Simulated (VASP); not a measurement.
# Pt in VASP: further runs, part 2 of 2

VASP 6.6.1.

**3. Single point, r2SCAN**

This run uses another cell than the first one, of 16.76 Å³/atom, 1.039 times its volume.

POSCAR

```
Pt
1.0
    2.8148100603      0.0000000000      0.0000000000
   -1.4074050301      2.4376970190      0.0000000000
    0.0000000000      0.0000000000      4.8861212732
Pt
2
Direct
    0.3333333333      0.6666666667      0.2500000000
    0.6666666667      0.3333333333      0.7500000000
```

INCAR.step1

```
PREC = Accurate
ENCUT = 550
ISMEAR = -1
SIGMA = 0.05
LREAL = False
LASPH = True
NELM = 120
NBANDS = 25
GGA = PE
ALGO = Normal
EDIFF = 1E-5
LWAVE = True
LCHARG = False
GGA_COMPAT = False
```

INCAR.step2

```
PREC = Accurate
ENCUT = 550
EDIFF = 1E-6
ISMEAR = -1
SIGMA = 0.05
LREAL = False
LASPH = True
NELM = 120
ALGO = Normal
ISIF = 2
LWAVE = False
LCHARG = False
METAGGA = R2SCAN
LMIXTAU = True
NBANDS = 25
ISTART = 1
GGA_COMPAT = False
```

KPOINTS

```
regular mesh
0
Gamma
  11 11 6
```

Potentials or basis: VASP PAW PBE potentials, release 64 (Pt_sv_GW).

Started as:

```sh
> cat potpaw_PBE.64/Pt_sv_GW/POTCAR > POTCAR
> cp INCAR.step1 INCAR
> mpirun -np 1 vasp_std > vasp.out
> cp INCAR.step2 INCAR
> mpirun -np 1 vasp_std > vasp.out
```

OUTCAR:

```text
PREC = Accurate
   ENCUT = 550
   EDIFF = 1E-6
   ISMEAR = -1
   LREAL = False
   LASPH = True
   NELM = 120
   ISIF = 2
   METAGGA = R2SCAN
   ISTART = 1

 ion  position               nearest neighbor table
   1  0.333  0.667  0.250-   2 2.93   2 2.93   2 2.93   2 2.93   2 2.93   2 2.93
   2  0.667  0.333  0.750-   1 2.93   1 2.93   1 2.93   1 2.93   1 2.93   1 2.93

  LATTYP: Found a hexagonal cell.
 ALAT       =     2.8148100603
 C/A-ratio  =     1.7358618054

  Lattice vectors:

 A1 = (   2.8148100603,   0.0000000000,   0.0000000000)
 A2 = (  -1.4074050301,   2.4376970190,   0.0000000000)
 A3 = (   0.0000000000,   0.0000000000,   4.8861212732)

Analysis of symmetry for initial positions (statically):
=====================================================================
 Subroutine PRICEL returns:
 Original cell was already a primitive cell.

 Routine SETGRP: Setting up the symmetry group for a
 hexagonal supercell.

 Subroutine GETGRP returns: Found 24 space group operations
 (whereof 12 operations were pure point group operations)
 out of a pool of 24 trial point group operations.

The static configuration has the point symmetry D_3d.
 The point group associated with its full space group is D_6h.

Analysis of symmetry for dynamics (positions and initial velocities):
=====================================================================
 Subroutine PRICEL returns:
 Original cell was already a primitive cell.

 Routine SETGRP: Setting up the symmetry group for a
 hexagonal supercell.

 Subroutine GETGRP returns: Found 24 space group operations
 (whereof 12 operations were pure point group operations)
 out of a pool of 24 trial point group operations.

The dynamic configuration has the point symmetry D_3d.
 The point group associated with its full space group is D_6h.

 Subroutine INISYM returns: Found 24 space group operations
 (whereof 12 operations are pure point group operations),
 and found     1 'primitive' translations

----------------------------------------------------------------------------------------

                                     Primitive cell

  volume of cell :      33.5269

  direct lattice vectors                    reciprocal lattice vectors
     2.814810060  0.000000000  0.000000000     0.355263758  0.205111626  0.000000000
    -1.407405030  2.437697019  0.000000000     0.000000000  0.410223253  0.000000000
     0.000000000  0.000000000  4.886121273     0.000000000  0.000000000  0.204661314

  length of vectors
     2.814810060  2.814810060  4.886121273     0.410223253  0.410223253  0.204661314

  position of ions in fractional coordinates (direct lattice)
     0.333333333  0.666666667  0.250000000
     0.666666667  0.333333333  0.750000000

  ion indices of the primitive-cell ions
   primitive index   ion index
                 1           1
                 2           2

----------------------------------------------------------------------------------------

 KPOINTS: regular mesh

Automatic generation of k-mesh.
 Grid dimensions read from file:
 generate k-points for:   11   11    6

 Generating k-lattice:

  Cartesian coordinates                     Fractional coordinates (reciprocal lattice)
     0.032296705  0.018646511  0.000000000     0.090909091  0.000000000  0.000000000
     0.000000000  0.037293023  0.000000000     0.000000000  0.090909091  0.000000000
     0.000000000  0.000000000  0.034110219     0.000000000  0.000000000  0.166666667

  Length of vectors
     0.037293023  0.037293023  0.034110219

  Shift w.r.t. Gamma in fractional coordinates (k-lattice)
     0.000000000  0.000000000  0.000000000

 Subroutine IBZKPT returns following result:
 ===========================================

 Found     64 irreducible k-points:

 Following reciprocal coordinates:
            Coordinates               Weight
  0.000000  0.000000  0.000000      1.000000
  0.090909  0.000000  0.000000      6.000000
  0.181818  0.000000  0.000000      6.000000
  0.272727  0.000000  0.000000      6.000000
  0.363636  0.000000  0.000000      6.000000
  0.454545  0.000000  0.000000      6.000000
[... 16 lines left out ...]
  0.090909  0.090909  0.166667     12.000000
  0.181818  0.090909  0.166667     24.000000
 [... further k-points ...]
   k-points           NKPTS =     64   k-points in BZ     NKDIM =     64   number of bands    NBANDS=     25
   number of dos      NEDOS =    301   number of ions     NIONS =      2
   total plane-waves  NPLWV =  23040
   dimension x,y,z NGX =    24 NGY =   24 NGZ =   40
   dimension x,y,z NGXF=    48 NGYF=   48 NGZF=   80
   ions per type =               2
   NGX,Y,Z   is equivalent  to a cutoff of  14.17, 14.17, 13.61 a.u.
   NGXF,Y,Z  is equivalent  to a cutoff of  28.35, 28.35, 27.22 a.u.
 SYSTEM =  unknown system
   PREC   = accura    normal or accurate (medium, high low for compatibility)
   ISTART =      1    job   : 0-new  1-cont  2-samecut
   ICHARG =      0    charge: 1-file 2-atom 10-const
   ISPIN  =      1    spin polarized calculation?
   LNONCOLLINEAR =      F non collinear calculations
   LSORBIT =      F    spin-orbit coupling
   LASPH  =      T    aspherical Exc in radial PAW
   ENCUT  =  550.0 eV  40.42 Ry    6.36 a.u.   5.38  5.38  9.34*2*pi/ulx,y,z
   NELM   =    120;   NELMIN=  2; NELMDL=  0     # of ELM steps
   EDIFF  = 0.1E-05   stopping-criterion for ELM
   LREAL  =      F    real-space projection
   EDIFFG = 0.1E-04   stopping-criterion for IOM
   NSW    =      0    number of steps for IOM
   IBRION =     -1    ionic relax: 0-MD 1-quasi-New 2-CG
   NFREE  =      0    steps in history (QN), initial steepest desc. (CG)
   ISIF   =      2    stress and relaxation
   ISYM   =      2    0-nonsym 1-usesym 2-fastsym
   POTIM  = 0.5000    time-step for ionic-motion
   TEBEG  =    0.0;   TEEND  =   0.0 temperature during run
   PSTRESS=    0.0 pullay stress
   NELECT =      36.0000    total number of electrons
   NUPDOWN=      -1.0000    fix difference up-down
   EMIN   =  10.00;   EMAX   =-10.00  energy-range for DOS
   EFERMI =   0.00;   METHOD = LEGACY
   ISMEAR =    -1;   SIGMA  =   0.05  broadening in eV -4-tet -1-fermi 0-gaus
   EFERMI_NEDOS =   21; number of points for ismear=-14 and -15
   IALGO  =     38    algorithm
   IMIX   =      4    mixing-type and parameters
     AMIX     =   0.40;   BMIX     =  1.00
     AMIX_MAG =   1.60;   BMIX_MAG =  1.00
  volume/ion in A,a.u.               =      16.76       113.13
  Fermi-wavevector in a.u.,A,eV,Ry     =   1.676401  3.167939 38.236741  2.810321
  Thomas-Fermi vector in A             =   2.760850
   LORBIT       =      0    0 simple, 1 ext, 2 COOP (PROOUT), +10 PAW based schemes
   METAGGA = R2SCAN    functional components
   LHFCALC =     F    Hartree Fock is set to
   AEXX    =    0.0000 exact exchange contribution
   IVDW    =     0    specifies the selected vdW correction
   LEPSILON=     F    determine dielectric tensor
   LRPA    =     F    only Hartree local field effects (RPA)
 non-spin polarized calculation
  energy-cutoff  :      550.00
  volume of cell :       33.53
 maximum number of plane-waves:      1009
 NGX is ok and might be reduce to    24

 number of electron      36.0000000 magnetization

 Free energy of the ion-electron system (eV)
  ---------------------------------------------------
  ext. energy  EPLUGINS =         0.00000000
  ---------------------------------------------------
  free energy    TOTEN  =      -102.53881132 eV

  energy without entropy =     -102.50382887  energy(sigma->0) =     -102.52132009

 E-fermi :   8.6163     XC(G=0): -14.4614

 val. band max:        8.6148203387   @ k =   0.3636   0.0909   0.0000
 cond. band min:       8.6205248619   @ k =   0.2727   0.2727   0.5000
 fundamental gap:      0.0057045232
 Fermi energy:         8.6163256899

 k-point     1 :       0.0000    0.0000    0.0000
  band No.  band energies     occupation
      1     -91.6140      2.00000
      2     -91.5974      2.00000
      3     -45.2615      2.00000
      4     -45.1095      2.00000
      5     -45.1095      2.00000
      6     -45.0749      2.00000
[... 17 lines left out ...]
     24      26.6995      0.00000
     25      29.9430      0.00000

 k-point     2 :       0.0909    0.0000    0.0000
  band No.  band energies     occupation
      1     -91.6122      2.00000
      2     -91.5958      2.00000
      3     -45.2534      2.00000
      4     -45.1347      2.00000
      5     -45.1168      2.00000
      6     -45.1017      2.00000
[... 608 lines left out ...]
 k-point    24 :       0.1818    0.0909    0.1667
  band No.  band energies     occupation
      1     -91.6017      2.00000
      2     -91.5908      2.00000
      3     -45.2607      2.00000
      4     -45.2354      2.00000
      5     -45.1870      2.00000
      6     -45.1517      2.00000
[... 17 lines left out ...]
     24      25.7909      0.00000
     25      26.6122      0.00000

 [... further k-points ...]
[... 5 lines left out ...]
  --------------------------------------------------------------------------------------
  -------------------------------------------------------------------------------------
  Total       -4.2511530     -4.2511530     -3.7155004     -0.0000000     -0.0000000      0.0000000
  in kB     -203.1534732   -203.1534732   -177.5557887     -0.0000000     -0.0000000      0.0000000
  external PRESSURE =    -194.6209117 kB  Pullay stress =       0.0000000 kB

 VOLUME and BASIS-vectors are now :
 -----------------------------------------------------------------------------
  energy-cutoff  :      550.00
  volume of cell :       33.53
      direct lattice vectors                 reciprocal lattice vectors
     2.814810060  0.000000000  0.000000000     0.355263758  0.205111626  0.000000000
    -1.407405030  2.437697019  0.000000000     0.000000000  0.410223253  0.000000000
     0.000000000  0.000000000  4.886121273     0.000000000  0.000000000  0.204661314

 POSITION                                       TOTAL-FORCE (eV/Angst)
 -----------------------------------------------------------------------------------
     -0.00000      1.62513      1.22153         0.000000     -0.000000      0.000000
      1.40741      0.81257      3.66459        -0.000000      0.000000      0.000000
 -----------------------------------------------------------------------------------
    total drift:                               -0.000000      0.000000     -0.000000

  FREE ENERGIE OF THE ION-ELECTRON SYSTEM (eV)
  ---------------------------------------------------
  free  energy   TOTEN  =      -102.5388113191 eV

  energy  without entropy=     -102.5038288658  energy(sigma->0) =     -102.52132009
```

OUTCAR.step1:

```text
PREC = Accurate
   ENCUT = 550
   ISMEAR = -1
   LREAL = False
   LASPH = True
[... 896 lines left out ...]
     -0.00000      1.62513      1.22153         0.000000      0.000000      0.000000
      1.40741      0.81257      3.66459        -0.000000     -0.000000      0.000000
 -----------------------------------------------------------------------------------
    total drift:                               -0.000000      0.000000     -0.000000

  FREE ENERGIE OF THE ION-ELECTRON SYSTEM (eV)
  ---------------------------------------------------
  free  energy   TOTEN  =       -11.9428628921 eV

  energy  without entropy=      -11.9041328923  energy(sigma->0) =      -11.92349789
```

Run time: 1.7 min. Hardware: 1 thread of Intel Xeon Platinum 8559C (Emerald Rapids), shared host; peak memory 0.2 GiB.

What came out:

```
Free energy            : -102.5388 eV
Pressure               : -19.5 GPa
Band gap on the k mesh : zero (band 18 reaches 8.98 eV, above the bottom of band 19 at 7.82 eV)
```

Caveat: the PAW data sets were made with another functional, which shifts forces and pressure a little; spin-orbit coupling is left out, which moves the levels of the heavy elements.

**4. Single point, r2SCAN**

This run uses another cell than the first one, of 15.81 Å³/atom, 0.980 times its volume.

POSCAR

```
Pt
1.0
    2.7606656158      0.0000000000      0.0000000000
   -1.3803328079      2.3908065546      0.0000000000
    0.0000000000      0.0000000000      4.7921340000
Pt
2
Direct
    0.3284440000      0.6879730000      0.2528560000
    0.6733180000      0.3227900000      0.7433810000
```

INCAR.step1

```
PREC     = Accurate       # precision mode
ENCUT    = 550            # plane-wave cutoff, eV
ISMEAR   = 0              # smearing method
SIGMA    = 0.01           # smearing width, eV
LREAL    = False          # projectors in reciprocal space
LASPH    = True           # aspherical terms in the spheres
NELM     = 120            # most SCF steps
NBANDS   = 25             # bands
GGA      = PE             # functional
ALGO     = Normal         # electronic algorithm
EDIFF    = 1E-5           # SCF threshold, eV
LWAVE    = True           # write WAVECAR
LCHARG   = False          # write CHGCAR
GGA_COMPAT= False
```

INCAR.step2

```
PREC     = Accurate       # precision mode
ENCUT    = 550            # plane-wave cutoff, eV
EDIFF    = 1E-6           # SCF threshold, eV
ISMEAR   = 0              # smearing method
SIGMA    = 0.01           # smearing width, eV
LREAL    = False          # projectors in reciprocal space
LASPH    = True           # aspherical terms in the spheres
NELM     = 120            # most SCF steps
ALGO     = Normal         # electronic algorithm
ISIF     = 2              # what is computed and relaxed
LWAVE    = False          # write WAVECAR
LCHARG   = False          # write CHGCAR
METAGGA  = R2SCAN         # meta-GGA
LMIXTAU  = True         
NBANDS   = 25             # bands
ISTART   = 1            
GGA_COMPAT= False
```

KPOINTS

```
regular mesh
0
Gamma
  8 8 4
```

Started as:

```sh
> cat potpaw_PBE.64/Pt_sv_GW/POTCAR > POTCAR
> cp INCAR.step1 INCAR
> mpirun -np 1 vasp_std > vasp.out
> cp INCAR.step2 INCAR
> mpirun -np 1 vasp_std > vasp.out
```

Run time: 4 min. Hardware: 1 thread of AMD EPYC 9R45 (Zen 5), shared host; peak memory 0.21 GiB.

The run converged. Its results:

```yaml
Free_energy: -102.6268 eV
Pressure: -7.8 GPa
Largest_force: 0.457 eV/Å
Band_gap_on_the_k_mesh: zero (band 18 reaches 10.15 eV, above the bottom of band 19 at 8.77 eV)
```

Forces in eV/Å, atoms in the order of the input:
```
Pt  -0.105  0.028 -0.444
Pt   0.105 -0.028  0.444
```

Stress tensor (GPa, compression positive):
```
-7.73 -0.42 -0.13
-0.42 -7.95  0.19
-0.13  0.19 -7.82
```

Levels at points of the mesh, in eV from the Fermi level:
| k point | band 16 | band 17 | band 18 | band 19 | band 20 | band 21 |
| --- | --- | --- | --- | --- | --- | --- |
| (0.00, 0.00, 0.00) | -2.07 | -1.64 | -0.46 | -0.44 | -0.04 | 4.97 |
| (0.50, 0.00, 0.00) | -0.08 | 0.34 | 0.56 | 2.55 | 3.96 | 7.80 |
| (0.00, 0.50, 0.00) | -0.07 | 0.32 | 0.59 | 2.67 | 3.86 | 7.97 |
| (0.50, 0.50, 0.00) | 0.02 | 0.39 | 0.51 | 2.24 | 4.24 | 7.39 |
| (0.00, 0.00, 0.50) | -3.43 | -1.00 | -0.83 | -0.80 | -0.72 | 12.19 |
| (0.50, 0.00, 0.50) | -0.61 | 0.45 | 0.48 | 1.76 | 1.94 | 6.86 |
| (0.00, 0.50, 0.50) | -0.47 | 0.44 | 0.48 | 1.63 | 1.80 | 6.95 |
| (0.50, 0.50, 0.50) | -1.06 | 0.46 | 0.48 | 2.13 | 2.33 | 6.56 |

Caveat: the PAW data sets were made with another functional, which shifts forces and pressure a little; spin-orbit coupling is left out, which moves the levels of the heavy elements.

**5. Single point, r2SCAN**

This run uses another cell than the first one, of 14.87 Å³/atom, 0.922 times its volume.

POSCAR

```
Pt
1.0
    2.7043096880      0.0000000000      0.0000000000
   -1.3521548440      2.3420008895      0.0000000000
    0.0000000000      0.0000000000      4.6943078975
Pt
2
Direct
    0.3333333333      0.6666666667      0.2500000000
    0.6666666667      0.3333333333      0.7500000000
```

INCAR.step1

```
PREC = Accurate
ENCUT = 550
ISMEAR = -1
SIGMA = 0.05
LREAL = F
LASPH = T
NELM = 120
NBANDS = 25
GGA = PE
ALGO = Normal
EDIFF = 1E-5
LWAVE = T
LCHARG = F
GGA_COMPAT = F
```

INCAR.step2

```
PREC = Accurate
ENCUT = 550
EDIFF = 1E-6
ISMEAR = -1
SIGMA = 0.05
LREAL = F
LASPH = T
NELM = 120
ALGO = Normal
ISIF = 2
LWAVE = F
LCHARG = F
METAGGA = R2SCAN
LMIXTAU = T
NBANDS = 25
ISTART = 1
GGA_COMPAT = F
```

KPOINTS

```
Automatic mesh
0
Gamma
  11 11 6
```

Started as:

```sh
> cat potpaw_PBE.64/Pt_sv_GW/POTCAR > POTCAR
> cp INCAR.step1 INCAR
> mpirun -np 1 vasp_std > vasp.out
> cp INCAR.step2 INCAR
> mpirun -np 1 vasp_std > vasp.out
```

Wall time 2.3 min (1 thread of Intel Xeon Platinum 8259CL at 2.50GHz (Skylake/Cascade Lake), shared host); peak memory 0.19 GiB.

It converged, with:

* Free energy: -102.6643 eV
* Pressure: 8.6 GPa
* Band gap on the k mesh: zero (band 18 reaches 11.19 eV, above the bottom of band 19 at 9.77 eV)

Stress tensor (GPa, compression positive):
```
9.35 0.00 0.00
0.00 9.35 0.00
0.00 0.00 7.24
```

Levels at points of the mesh, in eV from the Fermi level:
| k point | band 14 | band 15 | band 16 | band 17 | band 18 | band 19 | band 20 | band 21 | band 22 | band 23 |
| --- | --- | --- | --- | --- | --- | --- | --- | --- | --- | --- |
| (0.00, 0.00, 0.00) | -3.47 | -3.47 | -2.11 | -2.11 | -0.77 | -0.30 | -0.30 | 5.38 | 15.87 | 16.46 |
| (0.00, 0.00, 0.50) | -3.88 | -3.88 | -3.88 | -0.95 | -0.95 | -0.95 | -0.95 | 13.03 | 13.03 | 16.32 |

Caveat: the PAW data sets were made with another functional, which shifts forces and pressure a little; spin-orbit coupling is left out, which moves the levels of the heavy elements.

**6. Single point, r2SCAN**

This run uses another cell than the first one, of 15.81 Å³/atom, 0.980 times its volume.

POSCAR

```
Pt
1.0
    2.7606656158      0.0000000000      0.0000000000
   -1.3803328079      2.3908065546      0.0000000000
    0.0000000000      0.0000000000      4.7921340000
Pt
2
Direct
    0.3333333333      0.6666666667      0.2500000000
    0.6666666667      0.3333333333      0.7500000000
```

INCAR.step1

```
SYSTEM = Pt
PREC = Accurate
ENCUT = 550
ISMEAR = -1
SIGMA = 0.05
LREAL = .False.
LASPH = .True.
NELM = 120
NBANDS = 25
GGA = PE
ALGO = Normal
EDIFF = 1E-5
LWAVE = .True.
LCHARG = .False.
GGA_COMPAT = .False.
```

INCAR.step2

```
SYSTEM = Pt
PREC = Accurate
ENCUT = 550
EDIFF = 1E-6
ISMEAR = -1
SIGMA = 0.05
LREAL = .False.
LASPH = .True.
NELM = 120
ALGO = Normal
ISIF = 2
LWAVE = .False.
LCHARG = .False.
METAGGA = R2SCAN
LMIXTAU = .True.
NBANDS = 25
ISTART = 1
GGA_COMPAT = .False.
```

KPOINTS

```
Automatic mesh
0
Gamma
  11 11 6
  0 0 0
```

Potentials or basis: VASP PAW PBE potentials, release 64 (Pt_sv_GW).

Started as:

```sh
> cat potpaw_PBE.64/Pt_sv_GW/POTCAR > POTCAR
> cp INCAR.step1 INCAR
> mpirun -np 1 vasp_std > vasp.out
> cp INCAR.step2 INCAR
> mpirun -np 1 vasp_std > vasp.out
```

It took 78 s on 1 thread of Intel Xeon 6975P-C (Granite Rapids), shared host; peak memory 0.2 GiB.

The run converged. Its results:

```
Free energy            : -102.6842 eV
Pressure               : -8.2 GPa
Band gap on the k mesh : zero (band 18 reaches 10.02 eV, above the bottom of band 19 at 8.74 eV)
```

Stress tensor (GPa, compression positive):
```
-8.45  0.00  0.00
 0.00 -8.45  0.00
 0.00  0.00 -7.77
```

Levels at points of the mesh, in eV from the Fermi level:
```tsv
k point	band 15	band 16	band 17	band 18	band 19	band 20	band 21	band 22
(0.00, 0.00, 0.00)	-3.14	-1.90	-1.90	-0.48	-0.28	-0.28	4.94	15.99
(0.00, 0.00, 0.50)	-3.51	-3.51	-0.86	-0.86	-0.86	-0.86	12.57	12.57
```

Caveat: the PAW data sets were made with another functional, which shifts forces and pressure a little; spin-orbit coupling is left out, which moves the levels of the heavy elements.

**7. Summary**

| cell | k mesh | smearing | gap on the mesh (eV) | pressure (GPa) |
| --- | --- | --- | --- | --- |
| a = 2.779, b = 2.779, c = 4.824 Å, angles 90.0, 90.0, 120.0°, 2 atoms | 11 × 11 × 6 | fermi-dirac 0.05 eV | none | -12.5 |
| a = 2.815, b = 2.815, c = 4.886 Å, angles 90.0, 90.0, 120.0°, 2 atoms | 11 × 11 × 6 | fermi-dirac 0.05 eV | none | -19.5 |
| a = 2.761, b = 2.761, c = 4.792 Å, angles 90.0, 90.0, 120.0°, 2 atoms | 8 × 8 × 4 | gaussian 0.01 eV | none | -7.8 |
| a = 2.704, b = 2.704, c = 4.694 Å, angles 90.0, 90.0, 120.0°, 2 atoms | 11 × 11 × 6 | fermi-dirac 0.05 eV | none | 8.6 |
| a = 2.761, b = 2.761, c = 4.792 Å, angles 90.0, 90.0, 120.0°, 2 atoms | 11 × 11 × 6 | fermi-dirac 0.05 eV | none | -8.2 |

Some of these runs hold the atoms at other places in the same cell, which the table doesn't show; runs alike in all that it shows share one row.

Alike in all rows: task single point; level r2SCAN; potentials or basis VASP PAW PBE potentials, release 64 (Pt_sv_GW); no spin polarisation; cutoff (eV) 550.

Caveats: the PAW data sets were made with another functional, which shifts forces and pressure a little; spin-orbit coupling is left out, which moves the levels of the heavy elements.

Absolute energies hang on the potentials; compare differences alone.
